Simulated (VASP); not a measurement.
# Be (P6_3/mmc) in VASP: a series of runs, part 2 of 2

VASP 6.6.1. Earlier steps stand in the parts before.

## 4. Single point, LDA (strain -0.025 along x and y, +0.000 along z)

The input, INCAR:

```
SYSTEM = Be
  PREC = Accurate
  ENCUT = 520
  EDIFF = 1E-6
  ISMEAR = 0
  SIGMA = 0.15
  LREAL = .FALSE.
  LASPH = .TRUE.
  NELM = 80
  ALGO = Normal
  ISIF = 2
  LWAVE = .FALSE.
  LCHARG = .TRUE.
  GGA = CA
  LELF = .TRUE.
  LVHAR = .TRUE.
  NBANDS = 9
```

The input, KPOINTS:

```
regular mesh
0
G
  30 30 18
  0 0 0
```

The input, POSCAR:

```
Be
1.0
    2.1705595162      0.0000000000      0.0000000000
   -1.0852797581      1.8797596815      0.0000000000
    0.0000000000      0.0000000000      3.5165759776
Be
2
Direct
    0.3333333333      0.6666666667      0.2500000000
    0.6666666667      0.3333333333      0.7500000000
```

Potentials or basis: VASP PAW LDA potentials, release 64 (Be).

The run is started by

```console
cat potpaw_LDA.64/Be/POTCAR > POTCAR
mpirun -np 1 vasp_std > vasp.out
```

OUTCAR:

```text
SYSTEM = Be
   PREC = Accurate
   ENCUT = 520
   EDIFF = 1E-6
   ISMEAR = 0
   LREAL = .FALSE.
   LASPH = .TRUE.
   NELM = 80
   ISIF = 2
   GGA = CA

 ion  position               nearest neighbor table
   1  0.333  0.667  0.250-   2 2.16   2 2.16   2 2.16   2 2.16   2 2.16   2 2.16
   2  0.667  0.333  0.750-   1 2.16   1 2.16   1 2.16   1 2.16   1 2.16   1 2.16

  LATTYP: Found a hexagonal cell.
 ALAT       =     2.1705595162
 C/A-ratio  =     1.6201241898

  Lattice vectors:

 A1 = (   2.1705595162,   0.0000000000,   0.0000000000)
 A2 = (  -1.0852797581,   1.8797596815,   0.0000000000)
 A3 = (   0.0000000000,   0.0000000000,   3.5165759776)

Analysis of symmetry for initial positions (statically):
=====================================================================
 Subroutine PRICEL returns:
 Original cell was already a primitive cell.

 Routine SETGRP: Setting up the symmetry group for a
 hexagonal supercell.

 Subroutine GETGRP returns: Found 24 space group operations
 (whereof 12 operations were pure point group operations)
 out of a pool of 24 trial point group operations.

The static configuration has the point symmetry D_3d.
 The point group associated with its full space group is D_6h.

Analysis of symmetry for dynamics (positions and initial velocities):
=====================================================================
 Subroutine PRICEL returns:
 Original cell was already a primitive cell.

 Routine SETGRP: Setting up the symmetry group for a
 hexagonal supercell.

 Subroutine GETGRP returns: Found 24 space group operations
 (whereof 12 operations were pure point group operations)
 out of a pool of 24 trial point group operations.

The dynamic configuration has the point symmetry D_3d.
 The point group associated with its full space group is D_6h.

 Subroutine INISYM returns: Found 24 space group operations
 (whereof 12 operations are pure point group operations),
 and found     1 'primitive' translations

----------------------------------------------------------------------------------------

                                     Primitive cell

  volume of cell :      14.3481

  direct lattice vectors                    reciprocal lattice vectors
     2.170559516  0.000000000  0.000000000     0.460710703  0.265991448  0.000000000
    -1.085279758  1.879759681  0.000000000     0.000000000  0.531982896  0.000000000
     0.000000000  0.000000000  3.516575978     0.000000000  0.000000000  0.284367523

  length of vectors
     2.170559516  2.170559516  3.516575978     0.531982896  0.531982896  0.284367523

  position of ions in fractional coordinates (direct lattice)
     0.333333333  0.666666667  0.250000000
     0.666666667  0.333333333  0.750000000

  ion indices of the primitive-cell ions
   primitive index   ion index
                 1           1
                 2           2

----------------------------------------------------------------------------------------

 KPOINTS: regular mesh

Automatic generation of k-mesh.
 Grid dimensions read from file:
 generate k-points for:   30   30   18

 Generating k-lattice:

  Cartesian coordinates                     Fractional coordinates (reciprocal lattice)
     0.015357023  0.008866382  0.000000000     0.033333333  0.000000000  0.000000000
     0.000000000  0.017732763  0.000000000     0.000000000  0.033333333  0.000000000
     0.000000000  0.000000000  0.015798196     0.000000000  0.000000000  0.055555556

  Length of vectors
     0.017732763  0.017732763  0.015798196

  Shift w.r.t. Gamma in fractional coordinates (k-lattice)
     0.000000000  0.000000000  0.000000000

 Subroutine IBZKPT returns following result:
 ===========================================

 Found    910 irreducible k-points:

 Following reciprocal coordinates:
            Coordinates               Weight
  0.000000  0.000000  0.000000      1.000000
  0.033333  0.000000  0.000000      6.000000
  0.066667  0.000000  0.000000      6.000000
  0.100000  0.000000  0.000000      6.000000
  0.133333  0.000000  0.000000      6.000000
  0.166667  0.000000  0.000000      6.000000
[... 16 lines left out ...]
  0.233333  0.033333  0.000000     12.000000
  0.266667  0.033333  0.000000     12.000000
 [... further k-points ...]
   k-points           NKPTS =    910   k-points in BZ     NKDIM =    910   number of bands    NBANDS=      9
   number of dos      NEDOS =    301   number of ions     NIONS =      2
   total plane-waves  NPLWV =   7168
   dimension x,y,z NGX =    16 NGY =   16 NGZ =   28
   dimension x,y,z NGXF=    32 NGYF=   32 NGZF=   56
   ions per type =               2
   NGX,Y,Z   is equivalent  to a cutoff of  12.25, 12.25, 13.24 a.u.
   NGXF,Y,Z  is equivalent  to a cutoff of  24.51, 24.51, 26.47 a.u.
 SYSTEM =  Be
   PREC   = accura    normal or accurate (medium, high low for compatibility)
   ISTART =      0    job   : 0-new  1-cont  2-samecut
   ICHARG =      2    charge: 1-file 2-atom 10-const
   ISPIN  =      1    spin polarized calculation?
   LNONCOLLINEAR =      F non collinear calculations
   LSORBIT =      F    spin-orbit coupling
   LASPH  =      T    aspherical Exc in radial PAW
   ENCUT  =  520.0 eV  38.22 Ry    6.18 a.u.   4.04  4.04  6.54*2*pi/ulx,y,z
   NELM   =     80;   NELMIN=  2; NELMDL= -5     # of ELM steps
   EDIFF  = 0.1E-05   stopping-criterion for ELM
   LREAL  =      F    real-space projection
   EDIFFG = 0.1E-04   stopping-criterion for IOM
   NSW    =      0    number of steps for IOM
   IBRION =     -1    ionic relax: 0-MD 1-quasi-New 2-CG
   NFREE  =      0    steps in history (QN), initial steepest desc. (CG)
   ISIF   =      2    stress and relaxation
   ISYM   =      2    0-nonsym 1-usesym 2-fastsym
   POTIM  = 0.5000    time-step for ionic-motion
   TEBEG  =    0.0;   TEEND  =   0.0 temperature during run
   PSTRESS=    0.0 pullay stress
   NELECT =       4.0000    total number of electrons
   NUPDOWN=      -1.0000    fix difference up-down
   EMIN   =  10.00;   EMAX   =-10.00  energy-range for DOS
   EFERMI =   0.00;   METHOD = LEGACY
   ISMEAR =     0;   SIGMA  =   0.15  broadening in eV -4-tet -1-fermi 0-gaus
   EFERMI_NEDOS =   21; number of points for ismear=-14 and -15
   IALGO  =     38    algorithm
   IMIX   =      4    mixing-type and parameters
     AMIX     =   0.40;   BMIX     =  1.00
     AMIX_MAG =   1.60;   BMIX_MAG =  1.00
  volume/ion in A,a.u.               =       7.17        48.41
  Fermi-wavevector in a.u.,A,eV,Ry     =   1.069457  2.020981 15.561515  1.143739
  Thomas-Fermi vector in A             =   2.205137
   LORBIT       =      0    0 simple, 1 ext, 2 COOP (PROOUT), +10 PAW based schemes
   GGA     = CA    functional components
   LHFCALC =     F    Hartree Fock is set to
   AEXX    =    0.0000 exact exchange contribution
   IVDW    =     0    specifies the selected vdW correction
   LEPSILON=     F    determine dielectric tensor
   LRPA    =     F    only Hartree local field effects (RPA)
 non-spin polarized calculation
 Gauss-broadening in eV      SIGMA  =   0.15
  energy-cutoff  :      520.00
  volume of cell :       14.35
 maximum number of plane-waves:       399
   NGX =  9   NGY =  9   NGZ = 13

 number of electron       4.0000000 magnetization

 Free energy of the ion-electron system (eV)
  ---------------------------------------------------
  ext. energy  EPLUGINS =         0.00000000
  ---------------------------------------------------
  free energy    TOTEN  =        -8.39473648 eV

  energy without entropy =       -8.39307639  energy(sigma->0) =       -8.39390644

 E-fermi :   7.5584     XC(G=0): -10.9462

 val. band max:        7.5463619821   @ k =   0.2333   0.2000   0.0556
 cond. band min:       7.5775848886   @ k =   0.3000   0.3000   0.2222
 fundamental gap:      0.0312229065
 Fermi energy:         7.5584255980

 k-point     1 :       0.0000    0.0000    0.0000
  band No.  band energies     occupation
      1      -4.1465      2.00000
      2       2.5039      2.00000
      3       8.6669      0.00000
      4      25.1822      0.00000
      5      25.1822      0.00000
      6      28.0507      0.00000
      7      28.0507      0.00000
      8      29.1036      0.00000
      9      36.7793      0.00000
[... 265 lines left out ...]
 k-point    24 :       0.2667    0.0333    0.0000
  band No.  band energies     occupation
      1      -1.7318      2.00000
      2       5.8086      2.00000
      3       8.5981      0.00000
      4      15.6476      0.00000
      5      19.5655      0.00000
      6      22.9853      0.00000
      7      24.0011      0.00000
      8      26.8695      0.00000
      9      29.6384      0.00000

 [... further k-points ...]
[... 5 lines left out ...]
  --------------------------------------------------------------------------------------
  -------------------------------------------------------------------------------------
  Total        0.9960494      0.9960494      0.0448156      0.0000000      0.0000000      0.0000000
  in kB      111.2237186    111.2237186      5.0043238      0.0000000      0.0000000      0.0000000
  external PRESSURE =      75.8172537 kB  Pullay stress =       0.0000000 kB

 VOLUME and BASIS-vectors are now :
 -----------------------------------------------------------------------------
  energy-cutoff  :      520.00
  volume of cell :       14.35
      direct lattice vectors                 reciprocal lattice vectors
     2.170559516  0.000000000  0.000000000     0.460710703  0.265991448  0.000000000
    -1.085279758  1.879759681  0.000000000     0.000000000  0.531982896  0.000000000
     0.000000000  0.000000000  3.516575978     0.000000000  0.000000000  0.284367523

 POSITION                                       TOTAL-FORCE (eV/Angst)
 -----------------------------------------------------------------------------------
     -0.00000      1.25317      0.87914        -0.000000      0.000000      0.000000
      1.08528      0.62659      2.63743         0.000000     -0.000000      0.000000
 -----------------------------------------------------------------------------------
    total drift:                                0.000000     -0.000000      0.000000

  FREE ENERGIE OF THE ION-ELECTRON SYSTEM (eV)
  ---------------------------------------------------
  free  energy   TOTEN  =        -8.3947364836 eV

  energy  without entropy=       -8.3930763903  energy(sigma->0) =       -8.39390644
```

OSZICAR:

```text
N       E                     dE             d eps       ncg     rms          rms(c)
DAV:   1    -0.406091807324E+01   -0.40609E+01   -0.18280E+03 16661   0.369E+02
DAV:   2    -0.841228626368E+01   -0.43514E+01   -0.42543E+01 24065   0.485E+01
DAV:   3    -0.846111212916E+01   -0.48826E-01   -0.48004E-01 17932   0.347E+00
DAV:   4    -0.846117243616E+01   -0.60307E-04   -0.60305E-04 19302   0.973E-02
DAV:   5    -0.846117244404E+01   -0.78744E-08   -0.74145E-08 17623   0.138E-03    0.132E+00
DAV:   6    -0.841534640265E+01    0.45826E-01   -0.28936E-03 18120   0.380E-01    0.801E-01
DAV:   7    -0.839474864521E+01    0.20598E-01   -0.45100E-03 18616   0.469E-01    0.221E-02
DAV:   8    -0.839473772846E+01    0.10917E-04   -0.11364E-05 17868   0.263E-02    0.582E-03
DAV:   9    -0.839473649112E+01    0.12373E-05   -0.61804E-07 18133   0.606E-03    0.629E-04
DAV:  10    -0.839473648365E+01    0.74738E-08   -0.15137E-09  9280   0.304E-04
   1 F= -.83947365E+01 E0= -.83939064E+01  d E =-.166009E-02
```

It took 34 s on 1 thread of AMD EPYC 9R45 (Zen 5), shared host; peak memory 0.16 GiB.

Results:

```yaml
Free_energy: -8.3947 eV
Pressure: 7.6 GPa
Band_gap_on_the_k_mesh: zero (band 2 reaches 8.62 eV, above the bottom of band 3 at 6.54 eV)
```

Stress tensor (GPa, compression positive):
```
11.12  0.00  0.00
 0.00 11.12  0.00
 0.00  0.00  0.50
```

Caveat: the cell differs from its parent crystal (strain -0.025 along x and y, +0.000 along z).

## 5. The runs side by side

```csv
cell,gap on the mesh (eV),pressure (GPa)
"a = 2.171, b = 2.171, c = 3.429 Å, angles 90.0, 90.0, 120.0°, 2 atoms",none,11.9
"a = 2.115, b = 2.115, c = 3.692 Å, angles 90.0, 90.0, 120.0°, 2 atoms",none,9.3
"a = 2.171, b = 2.171, c = 3.517 Å, angles 90.0, 90.0, 120.0°, 2 atoms",none,7.6
```

Alike in all rows: task single point; level LDA; potentials or basis VASP PAW LDA potentials, release 64 (Be); no spin polarisation; k mesh 30 × 30 × 18; cutoff (eV) 520; smearing gaussian 0.15 eV.

Absolute energies hang on the potentials; compare differences alone.
